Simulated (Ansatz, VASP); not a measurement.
**One calculation of ZnS, two programs**

```
Zn S
1.0
     3.81100    0.00000    0.00000
    -1.90550    3.30042    0.00000
     0.00000    0.00000    6.23400
Zn S
2 2
Direct
  0.66667 0.33333 0.50000
  0.33333 0.66667 0.00000
  0.66667 0.33333 0.88500
  0.33333 0.66667 0.38500
```

Alike in both runs: task single point; functional PBE-based screened hybrid; k mesh 4 × 4 × 3; occupations fermi-dirac, width 0.05 eV; no spin polarisation.

|  | VASP | Ansatz |
| --- | --- | --- |
| version | VASP 6.6.1 | Ansatz 0.2.0 |
| potentials or method | VASP PAW PBE potentials, release 64 (Zn, S) | Ansatz PAW |
| plane-wave cutoff (eV) | 520 | 420 |
| valence electrons in the cell | 36 | 36 |

|  | VASP | Ansatz | Ansatz less VASP |
| --- | --- | --- | --- |
| gap on the k mesh at the Fermi level (eV) | 2.73 | 2.73 | +0.001 |
| least direct gap on the mesh (eV) | 2.73 | 2.73 | +0.001 |
| pressure (GPa) | 2.3 | 2.2 | -0.09 |
| traceless stress, the component that is largest in VASP (GPa) | -1.67 | -1.66 | +0.010 |
| rms of the force components (eV/Å) | 0.194 | 0.193 | -0.0014 |

VASP's potentials were made for PBE, not for PBE-based screened hybrid. Atom by atom the forces differ by 0.001 eV/Å (rms over components). The functional is the same, so the differences come from potentials, cutoffs and numerics.

The k mesh is coarse, so the values compare programs but aren't converged. Noted on Ansatz's run: odd divisions of the mesh miss points on the zone boundary, where band edges often lie, so the gap on the mesh can be too wide.
